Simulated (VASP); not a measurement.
Set up this calculation in VASP 6.6.1, as the native input.

* Task: relaxation of cell and atoms
* Functional: PBE
* Potentials or basis: VASP PAW PBE potentials, release 64 (Sc_sv, Al)
* Cutoff: 600 eV
* k mesh: 6 × 6 × 4
* Occupations: gaussian, width 0.1 eV
* Spin: no spin polarisation
* Dipole correction: no
* Further INCAR settings: ALGO = Fast; EDIFF = 1e-06; IBRION = 2; EDIFFG = -0.04; NSW = 90; ISIF = 3

The structure of Sc5Al lies in POSCAR:

```
Sc5Al
1.0
    5.1432550000      0.0000000000      0.0000000000
   -2.5716275000      4.4541894900      0.0000000000
    0.0000000000      0.0000000000      4.7094785600
Sc Al
5 1
Direct
    0.0000000000      0.6666666700      0.0000000000
    0.6666666700      0.0000000000      0.0000000000
    0.3333333300      0.3333333300      0.0000000000
    0.3333333300      0.6666666700      0.5000000000
    0.6666666700      0.3333333300      0.5000000000
    0.0000000000      0.0000000000      0.5000000000
```

One way to write it, as run:

INCAR

```
SYSTEM = Sc5Al
  PREC = Accurate
  ENCUT = 600
  EDIFF = 1E-6
  ISMEAR = 0
  SIGMA = 0.1
  LREAL = .FALSE.
  LASPH = .TRUE.
  NELM = 100
  ALGO = Fast
  ISIF = 3
  LWAVE = .FALSE.
  LCHARG = .FALSE.
  GGA = PE
  IBRION = 2
  NSW = 90
  EDIFFG = -0.04
```

KPOINTS

```
regular mesh
0
G
  6 6 4
  0 0 0
```

Potentials or basis: VASP PAW PBE potentials, release 64 (Sc_sv, Al).

Command:

```console
$ cat potpaw_PBE.64/Sc_sv/POTCAR potpaw_PBE.64/Al/POTCAR > POTCAR
$ mpirun -np 1 vasp_std > vasp.out
```

Results of the run:

```json
{
 "Relaxed volume": "22.83 Å³/atom",
 "Relaxed cell": "a = 5.577 Å, b = 5.577 Å, c = 5.086 Å, α = 90.00°, β = 90.00°, γ = 120.00°",
 "Space group after relaxing (to 0.1 Å)": "P-62m (No. 189)",
 "Energy gained by relaxing": "297.3 meV/atom",
 "Ionic steps": "8",
 "Pressure after relaxing": "0.0 GPa",
 "Band gap on the k mesh": "zero (bands 29 and 30 overlap by 0.49 eV)"
}
```

Caveat: the volume moved by over 15 % at a fixed basis, so the end points are rough.

It took 18 min on 1 thread of AMD EPYC 9R14 (Zen 4), with other jobs on the host, peak memory 0.27 GiB.
